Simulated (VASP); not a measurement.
Write the native input for VASP 6.6.1 that does the following.

```yaml
Task: single point
Functional: PBE
Dispersion: D3(BJ)
Potentials_or_basis: VASP PAW PBE potentials, release 64 (W_sv, Se)
Cutoff: 520 eV
k_mesh: 6 × 6 × 2
Occupations: gaussian, width 0.02 eV
Spin: no spin polarisation
Dipole_correction: no
Further_INCAR_settings: ALGO = Normal; EDIFF = 1e-06; NBANDS = 35
```

The structure of WSe2 lies in POSCAR:

```
WSe2
1.0
    3.2790157502      0.0000000000      0.0000000000
   -1.6395078751      2.8397109391      0.0000000000
    0.0000000000      0.0000000000     12.7885056705
W Se
2 4
Direct
    0.3333333333      0.6666666667      0.2500000000
    0.6666666667      0.3333333333      0.7500000000
    0.3333333333      0.6666666667      0.6182884598
    0.6666666667      0.3333333333      0.1182884598
    0.3333333333      0.6666666667      0.8817115402
    0.6666666667      0.3333333333      0.3817115402
```

One way to write it, as run:

INCAR

```
PREC     = Accurate       # precision mode
ENCUT    = 520            # plane-wave cutoff, eV
EDIFF    = 1E-6           # SCF threshold, eV
ISMEAR   = 0              # smearing method
SIGMA    = 0.02           # smearing width, eV
LREAL    = False          # projectors in reciprocal space
LASPH    = True           # aspherical terms in the spheres
NELM     = 80             # most SCF steps
ALGO     = Normal         # electronic algorithm
ISIF     = 2              # what is computed and relaxed
LWAVE    = False          # write WAVECAR
LCHARG   = True           # write CHGCAR
GGA      = PE             # functional
IVDW     = 12             # dispersion correction
LELF     = True           # ELF
LVHAR    = True         
NBANDS   = 35             # bands
```

KPOINTS

```
Automatic mesh
0
Gamma
  6 6 2
```

Potentials or basis: VASP PAW PBE potentials, release 64 (W_sv, Se).

Run with:

```bash
$ cat potpaw_PBE.64/W_sv/POTCAR potpaw_PBE.64/Se/POTCAR > POTCAR
$ mpirun -np 1 vasp_std > vasp.out
```

It gave:

| Quantity | Value |
| --- | --- |
| Pressure | 0.3 GPa |
| Largest force | 0.049 eV/Å |
| Band gap on the k mesh | 0.89 eV, indirect (least direct gap 1.56 eV) |
| Dispersion energy per atom | -0.475 eV |

Caveat: spin-orbit coupling is left out, which moves the levels of the heavy elements.

It took 37 s on 1 thread of Intel(R) Xeon(R) Platinum 8488C (Sapphire Rapids), on a shared host, peak memory 0.24 GiB.
